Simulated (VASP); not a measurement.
# TiO2 (P4_2/mnm) in VASP: a series of runs

Runs on TiO2. Level: LDA. Tasks: vibrations by perturbation theory.

Everything below comes from runs of VASP 6.6.1. Logs are shortened: lines on timing, memory, paths and dates and some standing lists are left out, and cuts for length are marked.

## (1) The cell of the first run

Symmetry: P4_2/mnm, No. 136, tetragonal system. The conventional cell has a = 4.548 Å, b = 4.548 Å, c = 2.917 Å, α = 90.00°, β = 90.00°, γ = 90.00°. Within 2.6 Å of Ti (site symmetry mmm) lie 6 O at 1.93 to 1.96 Å. O (site symmetry m2m) has 3 Ti at 1.93 to 1.96 Å and 1 O at 2.52 Å within 2.6 Å.

## (2) Vibrations by perturbation theory, LDA

Input file INCAR:

```
ALGO = Normal
EDIFF = 1E-8
ENCUT = 520
GGA = CA
IBRION = 8
ISIF = 2
ISMEAR = 0
LASPH = T
LCHARG = F
LREAL = F
LWAVE = F
NBANDS = 33
NELM = 60
NSW = 1
PREC = Accurate
SIGMA = 0.01
```

Input file KPOINTS:

```
k-points
0
Gamma
  4 4 6
```

Input file POSCAR:

```
TiO2
1.0
    4.5481714256      0.0000000000      0.0000000000
    0.0000000000      4.5481714256      0.0000000000
    0.0000000000      0.0000000000      2.9171194111
Ti O
2 4
Direct
    0.0000000000      0.0000000000      0.0000000000
    0.5000000000      0.5000000000      0.5000000000
    0.3039656942      0.3039656942      0.0000000000
    0.1960343058      0.8039656942      0.5000000000
    0.6960343058      0.6960343058      0.0000000000
    0.8039656942      0.1960343058      0.5000000000
```

Potentials or basis: VASP PAW LDA potentials, release 64 (Ti_sv, O).

On the command line:

```
cat potpaw_LDA.64/Ti_sv/POTCAR potpaw_LDA.64/O/POTCAR > POTCAR
mpirun -np 1 vasp_std > vasp.out
```

OUTCAR:

```text
EDIFF = 1E-8
   ENCUT = 520
   GGA = CA
   IBRION = 8
   ISIF = 2
   ISMEAR = 0
   LASPH = T
   LREAL = F
   NELM = 60
   NSW = 1
   PREC = Accurate

 ion  position               nearest neighbor table
   1  0.000  0.000  0.000-   4 1.93   6 1.93   4 1.93   6 1.93   5 1.96   3 1.96
   2  0.500  0.500  0.500-   3 1.93   5 1.93   3 1.93   5 1.93   4 1.96   6 1.96
   3  0.304  0.304  0.000-   2 1.93   2 1.93   1 1.96
   4  0.196  0.804  0.500-   1 1.93   1 1.93   2 1.96
   5  0.696  0.696  0.000-   2 1.93   2 1.93   1 1.96
   6  0.804  0.196  0.500-   1 1.93   1 1.93   2 1.96

  LATTYP: Found a simple tetragonal cell.
 ALAT       =     4.5481714256
 C/A-ratio  =     0.6413829071

  Lattice vectors:

 A1 = (   4.5481714256,   0.0000000000,   0.0000000000)
 A2 = (   0.0000000000,   4.5481714256,   0.0000000000)
 A3 = (   0.0000000000,   0.0000000000,   2.9171194111)

Analysis of symmetry for initial positions (statically):
[... 1116 lines left out ...]

 INTERNAL STRAIN TENSOR FOR ION    6 for displacements in x,y,z  (eV/Angst):
          X           Y           Z          XY          YZ          ZX
  --------------------------------------------------------------------------------
  x     4.13436     1.65022     4.96975     1.38491     0.00000     0.00000
  y    -1.65022    -4.13436    -4.96975    -1.36632     0.00000     0.00000
  z     0.00000     0.00000     0.00000     0.00000    -6.83080     5.80023

 SECOND DERIVATIVES (NOT SYMMETRIZED)
 ------------------------------------
               1X          1Y          1Z          2X          2Y          2Z          3X          3Y          3Z          4X          4Y          4Z          5X          5Y          5Z          6X          6Y          6Z
  1X   -17.656962    4.744499    0.000000   15.087400    0.008033    0.000000   -0.797235   -0.434574    0.000000    2.082016   -1.941691    0.000000   -0.797235   -0.434574    0.000000    2.082016   -1.941691    0.000000
  1Y     4.744499  -17.656962    0.000000    0.008033   15.087400    0.000000   -0.434574   -0.797235    0.000000   -1.941691    2.082016    0.000000   -0.434574   -0.797235    0.000000   -1.941691    2.082016    0.000000
  1Z     0.000000    0.000000   -2.124758    0.000000    0.000000    0.482562    0.000000    0.000000   -0.263881    0.000000    0.000000    1.084979    0.000000    0.000000   -0.263881    0.000000    0.000000    1.084979
  2X    15.087400   -0.008033    0.000000  -17.656962   -4.744499    0.000000    2.082016    1.941691    0.000000   -0.797235    0.434574    0.000000    2.082016    1.941691    0.000000   -0.797235    0.434574    0.000000
  2Y    -0.008033   15.087400    0.000000   -4.744499  -17.656962    0.000000    1.941691    2.082016    0.000000    0.434574   -0.797235    0.000000    1.941691    2.082016    0.000000    0.434574   -0.797235    0.000000
  2Z     0.000000    0.000000    0.482562    0.000000    0.000000   -2.124758    0.000000    0.000000    1.084979    0.000000    0.000000   -0.263881    0.000000    0.000000    1.084979    0.000000    0.000000   -0.263881
  3X    -0.796706   -0.407515    0.000000    2.097760    1.934804    0.000000  -12.372794   -7.117888    0.000000   -0.779764    0.989838    0.000000    6.009878    5.604543    0.000000    5.841626   -1.003783    0.000000
  3Y    -0.407515   -0.796706    0.000000    1.934804    2.097760    0.000000   -7.117888  -12.372794    0.000000   -1.003783    5.841626    0.000000    5.604543    6.009878    0.000000    0.989838   -0.779764    0.000000
  3Z     0.000000    0.000000   -0.282763    0.000000    0.000000    1.098847    0.000000    0.000000   -8.982668    0.000000    0.000000    2.102352    0.000000    0.000000    3.961879    0.000000    0.000000    2.102352
  4X     2.097760   -1.934804    0.000000   -0.796706    0.407515    0.000000   -0.779764   -0.989838    0.000000  -12.372794    7.117888    0.000000    5.841626    1.003783    0.000000    6.009878   -5.604543    0.000000
  4Y    -1.934804    2.097760    0.000000    0.407515   -0.796706    0.000000    1.003783    5.841626    0.000000    7.117888  -12.372794    0.000000   -0.989838   -0.779764    0.000000   -5.604543    6.009878    0.000000
  4Z     0.000000    0.000000    1.098847    0.000000    0.000000   -0.282763    0.000000    0.000000    2.102352    0.000000    0.000000   -8.982668    0.000000    0.000000    2.102352    0.000000    0.000000    3.961879
  5X    -0.796706   -0.407515    0.000000    2.097760    1.934804    0.000000    6.009878    5.604543    0.000000    5.841626   -1.003783    0.000000  -12.372794   -7.117888    0.000000   -0.779764    0.989838    0.000000
  5Y    -0.407515   -0.796706    0.000000    1.934804    2.097760    0.000000    5.604543    6.009878    0.000000    0.989838   -0.779764    0.000000   -7.117888  -12.372794    0.000000   -1.003783    5.841626    0.000000
  5Z     0.000000    0.000000   -0.282763    0.000000    0.000000    1.098847    0.000000    0.000000    3.961879    0.000000    0.000000    2.102352    0.000000    0.000000   -8.982668    0.000000    0.000000    2.102352
  6X     2.097760   -1.934804    0.000000   -0.796706    0.407515    0.000000    5.841626    1.003783    0.000000    6.009878   -5.604543    0.000000   -0.779764   -0.989838    0.000000  -12.372794    7.117888    0.000000
  6Y    -1.934804    2.097760    0.000000    0.407515   -0.796706    0.000000   -0.989838   -0.779764    0.000000   -5.604543    6.009878    0.000000    1.003783    5.841626    0.000000    7.117888  -12.372794    0.000000
  6Z     0.000000    0.000000    1.098847    0.000000    0.000000   -0.282763    0.000000    0.000000    2.102352    0.000000    0.000000    3.961879    0.000000    0.000000    2.102352    0.000000    0.000000   -8.982668

 Eigenvectors and eigenvalues of the dynamical matrix
 ----------------------------------------------------

   1 f  =   24.631790 THz   154.766102 2PiTHz  821.628077 cm-1   101.868853 meV
             X         Y         Z           dx          dy          dz
      0.000000  0.000000  0.000000     0.000000   -0.000000    0.000000
      2.274086  2.274086  1.458560    -0.000000    0.000000    0.000000
      1.382488  1.382488  0.000000     0.353553    0.353553    0.000000
      0.891598  3.656574  1.458560     0.353553   -0.353553    0.000000
      3.165683  3.165683  0.000000    -0.353553   -0.353553    0.000000
      3.656574  0.891598  1.458560    -0.353553    0.353553   -0.000000
[... 145 lines left out ...]
  18 f/i=    0.028542 THz     0.179335 2PiTHz    0.952062 cm-1     0.118041 meV
             X         Y         Z           dx          dy          dz
      0.000000  0.000000  0.000000    -0.439849    0.328330   -0.000000
      2.274086  2.274086  1.458560    -0.441353    0.330342   -0.000000
      1.382488  1.382488  0.000000    -0.251384    0.187751   -0.000000
      0.891598  3.656574  1.458560    -0.251899    0.188439   -0.000000
      3.165683  3.165683  0.000000    -0.251384    0.187751   -0.000000
      3.656574  0.891598  1.458560    -0.251899    0.188439   -0.000000

--------------------------------------------------------------------------------------------------------

 ELASTIC MODULI CONTR FROM IONIC RELAXATION (kBar)
 Direction    XX          YY          ZZ          XY          YZ          ZX
 --------------------------------------------------------------------------------
 XX        -396.3936    238.3797   -135.7557     -0.0000      0.0000      0.0000
 YY         238.3797   -396.3936   -135.7557      0.0000     -0.0000     -0.0000
 ZZ        -135.7557   -135.7557   -233.2658      0.0000     -0.0000     -0.0000
 XY          -0.0000      0.0000      0.0000    -10.1212      0.0000      0.0000
 YZ           0.0000     -0.0000     -0.0000      0.0000   -382.8235      0.0000
 ZX           0.0000     -0.0000     -0.0000      0.0000     -0.0000   -276.0240
 --------------------------------------------------------------------------------
```

It took 6.4 min on 1 thread of Intel Xeon 6975P-C (Granite Rapids), shared host; peak memory 0.37 GiB.

Results:

* Highest phonon frequency at Γ, LO-TO splitting left out: 822 cm⁻¹

Phonon frequencies in cm⁻¹ (negative: imaginary):
```csv
q point,frequencies
"(0.000, 0.000, 0.000)",-1 -1 0 111 132 150 150 152 388 388 399 418 469 469 494 494 618 822
```

Caveat: the cell wasn't relaxed at this level first, which shifts response properties.

## (3) Vibrations by perturbation theory, LDA

Input file INCAR:

```
SYSTEM = TiO2
PREC     = Accurate       ! precision mode
ENCUT    = 520            ! plane-wave cutoff, eV
EDIFF    = 1E-8           ! SCF threshold, eV
ISMEAR   = 0              ! smearing method
SIGMA    = 0.01           ! smearing width, eV
LREAL    = .FALSE.        ! projectors in reciprocal space
LASPH    = .TRUE.         ! aspherical terms in the spheres
NELM     = 80             ! most SCF steps
ALGO     = Normal         ! electronic algorithm
ISIF     = 2              ! what is computed and relaxed
LWAVE    = .FALSE.        ! write WAVECAR
LCHARG   = .FALSE.        ! write CHGCAR
IBRION   = 8              ! ionic algorithm
NSW      = 1              ! ionic steps
LEPSILON = .TRUE.         ! dielectric tensor by DFPT
```

Input file KPOINTS:

```
Automatic mesh
0
G
  4 4 6
  0 0 0
```

POSCAR is that of step 2.

Potentials or basis: VASP PAW LDA potentials, release 64 (Ti_sv, O).

On the command line:

```
cat potpaw_LDA.64/Ti_sv/POTCAR potpaw_LDA.64/O/POTCAR > POTCAR
mpirun -np 1 vasp_std > vasp.out
```

OUTCAR:

```text
SYSTEM = TiO2
   PREC = Accurate
   ENCUT = 520
   EDIFF = 1E-8
   ISMEAR = 0
   LREAL = .FALSE.
   LASPH = .TRUE.
   NELM = 80
   ISIF = 2
   IBRION = 8
   NSW = 1
   LEPSILON = .TRUE.

 ion  position               nearest neighbor table
   1  0.000  0.000  0.000-   4 1.93   6 1.93   4 1.93   6 1.93   5 1.96   3 1.96
   2  0.500  0.500  0.500-   3 1.93   5 1.93   3 1.93   5 1.93   4 1.96   6 1.96
   3  0.304  0.304  0.000-   2 1.93   2 1.93   1 1.96
   4  0.196  0.804  0.500-   1 1.93   1 1.93   2 1.96
   5  0.696  0.696  0.000-   2 1.93   2 1.93   1 1.96
   6  0.804  0.196  0.500-   1 1.93   1 1.93   2 1.96

  LATTYP: Found a simple tetragonal cell.
 ALAT       =     4.5481714256
 C/A-ratio  =     0.6413829071

  Lattice vectors:

 A1 = (   4.5481714256,   0.0000000000,   0.0000000000)
 A2 = (   0.0000000000,   4.5481714256,   0.0000000000)
 A3 = (   0.0000000000,   0.0000000000,   2.9171194111)

[... 1100 lines left out ...]

 Eigenvectors and eigenvalues of the dynamical matrix
 ----------------------------------------------------

   1 f  =   24.629589 THz   154.752274 2PiTHz  821.554668 cm-1   101.859751 meV
             X         Y         Z           dx          dy          dz
      0.000000  0.000000  0.000000     0.000000   -0.000000    0.000000
      2.274086  2.274086  1.458560    -0.000000   -0.000000    0.000000
      1.382488  1.382488  0.000000    -0.353553   -0.353553   -0.000000
      0.891598  3.656574  1.458560    -0.353553    0.353553    0.000000
      3.165683  3.165683  0.000000     0.353553    0.353553   -0.000000
      3.656574  0.891598  1.458560     0.353553   -0.353553    0.000000
[... 145 lines left out ...]
  18 f/i=    0.028576 THz     0.179546 2PiTHz    0.953181 cm-1     0.118179 meV
             X         Y         Z           dx          dy          dz
      0.000000  0.000000  0.000000    -0.000000   -0.000000   -0.544626
      2.274086  2.274086  1.458560    -0.000000   -0.000000   -0.544626
      1.382488  1.382488  0.000000    -0.000000   -0.000000   -0.318891
      0.891598  3.656574  1.458560    -0.000000   -0.000000   -0.318891
      3.165683  3.165683  0.000000    -0.000000   -0.000000   -0.318891
      3.656574  0.891598  1.458560    -0.000000   -0.000000   -0.318891

--------------------------------------------------------------------------------------------------------

 MACROSCOPIC STATIC DIELECTRIC TENSOR IONIC CONTRIBUTION
 ------------------------------------------------------
         138.326680     0.000000     0.000000
           0.000000   138.326680     0.000000
           0.000000     0.000000   218.809211
 ------------------------------------------------------

 ELASTIC MODULI CONTR FROM IONIC RELAXATION (kBar)
 Direction    XX          YY          ZZ          XY          YZ          ZX
 --------------------------------------------------------------------------------
 XX        -396.1833    238.1537   -135.7588     -0.0000     -0.0000     -0.0000
 YY         238.1537   -396.1833   -135.7588      0.0000      0.0000      0.0000
 ZZ        -135.7588   -135.7588   -233.2531     -0.0000     -0.0000      0.0000
 XY          -0.0000     -0.0000      0.0000    -10.2583     -0.0000      0.0000
 YZ          -0.0000      0.0000     -0.0000     -0.0000   -382.2483     -0.0000
 ZX          -0.0000      0.0000      0.0000      0.0000     -0.0000   -275.5083
 --------------------------------------------------------------------------------

 PIEZOELECTRIC TENSOR IONIC CONTR  for field in x, y, z        (C/m^2)
          XX          YY          ZZ          XY          YZ          ZX
  --------------------------------------------------------------------------------
  x    -0.00000     0.00000     0.00000    -0.00000     0.00000     0.00000
  y     0.00000     0.00000     0.00000    -0.00000     0.00000     0.00000
  z    -0.00000    -0.00000    -0.00000     0.00000     0.00000    -0.00000
```

OSZICAR:

```text
N       E                     dE             d eps       ncg     rms          rms(c)
DAV:   1     0.672044643049E+03    0.67204E+03   -0.25152E+04  1344   0.201E+03
[... 344 lines left out ...]
RMM:  12    -0.357322572552E+00    0.32306E-06   -0.15159E-06  4512   0.877E-04    0.341E-05
RMM:  13    -0.357322562105E+00    0.10446E-07   -0.75200E-07  4573   0.618E-04    0.151E-05
RMM:  14    -0.357322527189E+00    0.34917E-07   -0.79224E-07  4605   0.480E-04    0.673E-06
RMM:  15    -0.357322517521E+00    0.96677E-08   -0.27594E-07  4614   0.403E-04    0.621E-06
RMM:  16    -0.357322483485E+00    0.34036E-07   -0.19504E-07  4550   0.364E-04    0.347E-06
RMM:  17    -0.357322485120E+00   -0.16354E-08   -0.33427E-07  4604   0.341E-04    0.217E-06
RMM:  18    -0.357322483819E+00    0.13010E-08    0.23017E-08  4479   0.328E-04    0.226E-06
 Linear response finished
```

stdout:

```text
POSCAR found type information on POSCAR TiO
 POSCAR found :  2 types and       6 ions
 scaLAPACK will be used
 LDA part: xc-table for (Slater(with rela. corr.)+CA(PZ))
 , standard interpolation
 POSCAR, INCAR and KPOINTS ok, starting setup
 FFT: planning ... GRIDC
 FFT: planning ... GRID_SOFT
 FFT: planning ... GRID
[... 101 lines left out ...]
 first order change of Fermi-energy   0.27289E-02
 force on displaced ion       1 direction 3 :   0.000   0.000  -2.137
 Born effective charge ion    1 direction 3 :   0.000   0.000   7.714
 Linear response progress:
 first order change of Fermi-energy  -0.62734E+00
 force on displaced ion       3 direction 1 : -12.373  -7.113   0.000
 Born effective charge ion    3 direction 1 :  -3.186  -1.816   0.000
 Linear response progress:
 first order change of Fermi-energy  -0.92463E-04
 force on displaced ion       3 direction 3 :   0.019   0.019  -8.977
 Born effective charge ion    3 direction 3 :  -0.001  -0.001  -3.868
 Born effective charges drift removed
 Linear response finished
```

Run time: 8.9 min. Hardware: 1 thread of Intel Xeon 6975P-C (Granite Rapids), shared host; peak memory 0.36 GiB.

Results:

* Electronic dielectric tensor (diagonal): 7.61, 7.61, 9.03
* Born charges (mean of the diagonal): Ti +6.82; O -3.41 e
* Highest phonon frequency at Γ, LO-TO splitting left out: 822 cm⁻¹

Phonon frequencies in cm⁻¹ (negative: imaginary):
```
              q point                                                           frequencies
(0.000, 0.000, 0.000)  -1 -1 -1 111 132 150 150 152 388 388 399 418 469 469 494 494 618 822
```

Electronic dielectric tensor:
```
7.61 0.00 0.00
0.00 7.61 0.00
0.00 0.00 9.03
```

Born effective charge tensors (e):
atom 1, Ti
```
6.36 1.02 0.00
1.02 6.36 0.00
0.00 0.00 7.72
```
atom 2, Ti
```
 6.36 -1.02  0.00
-1.02  6.36  0.00
 0.00  0.00  7.72
```
atom 3, O
```
-3.18 -1.82  0.00
-1.82 -3.18  0.00
 0.00  0.00 -3.86
```
atom 4, O
```
-3.18  1.82  0.00
 1.82 -3.18  0.00
 0.00  0.00 -3.86
```
atom 5, O
```
-3.18 -1.82  0.00
-1.82 -3.18  0.00
 0.00  0.00 -3.86
```
atom 6, O
```
-3.18  1.82  0.00
 1.82 -3.18  0.00
 0.00  0.00 -3.86
```

Caveat: the cell wasn't relaxed at this level first, which shifts response properties.

[end of part 1 of 2]
